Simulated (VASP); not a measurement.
**C12N: single point with PBE**

System: C12N, a slab with vacuum.

```
CELL_PARAMETERS angstrom
4.93269 0.00000 0.00000
-1.23317 8.78588 0.00000
0.00000 0.00000 20.29071
ATOMIC_POSITIONS crystal
C 0.01970 0.07880 0.19713
C 0.51970 0.07880 0.19713
C 0.27463 0.09850 0.23117
C 0.77463 0.09850 0.23117
C 0.28448 0.13790 0.29924
C 0.78448 0.13790 0.29924
C 0.03930 0.15720 0.33240
C 0.53930 0.15720 0.33240
C 0.04968 0.19872 0.40354
C 0.54968 0.19872 0.40354
C 0.30407 0.21631 0.43324
C 0.80407 0.21631 0.43324
N 0.67907 0.46631 0.45405
```

```
Program             : VASP 6.6.1
Task                : single point
Functional          : PBE
Potentials or basis : VASP PAW PBE potentials, release 64 (C, N)
Cutoff              : 520 eV
k mesh              : 6 × 3 × 1
Occupations         : gaussian, width 0.1 eV
Spin                : no spin polarisation
```

```yaml
Largest_force: 3.518 eV/Å
Band_gap_on_the_k_mesh: zero (an odd number of electrons rules out a gap without spin polarisation)
```

Forces in eV/Å, atoms in the order of the input:
```
C    0.032  0.584  1.992
C   -0.030  0.498  1.976
C   -0.005 -0.856 -3.258
C    0.004 -0.886 -3.405
C   -0.013  0.332  1.259
C    0.025  0.333  1.361
C    0.074 -0.237  0.488
C   -0.124 -0.247  0.579
C    0.376  0.127 -0.115
C   -0.331 -0.371 -1.270
C    0.527  1.110  0.011
C   -0.802  2.701  0.396
N    0.267 -3.087 -0.015
```

Levels at points of the mesh, in eV from the Fermi level:
```csv
k point,band 22,band 23,band 24,band 25,band 26,band 27,band 28,band 29,band 30,band 31
"(0.00, 0.00, 0.00)",-1.91,-1.16,-0.63,-0.32,-0.15,-0.04,0.06,0.87,1.00,1.36
"(0.50, 0.00, 0.00)",-1.71,-1.60,-0.79,-0.49,-0.05,-0.05,0.05,0.42,0.88,3.12
```

Wall time 15 min on 1 thread of Intel(R) Xeon(R) Platinum 8259CL CPU @ 2.50GHz (Skylake/Cascade Lake) (shared host), peak memory 0.99 GiB.

Caveat: an odd number of electrons without spin polarisation forces a metal; a magnetic or distorted state may lie lower.
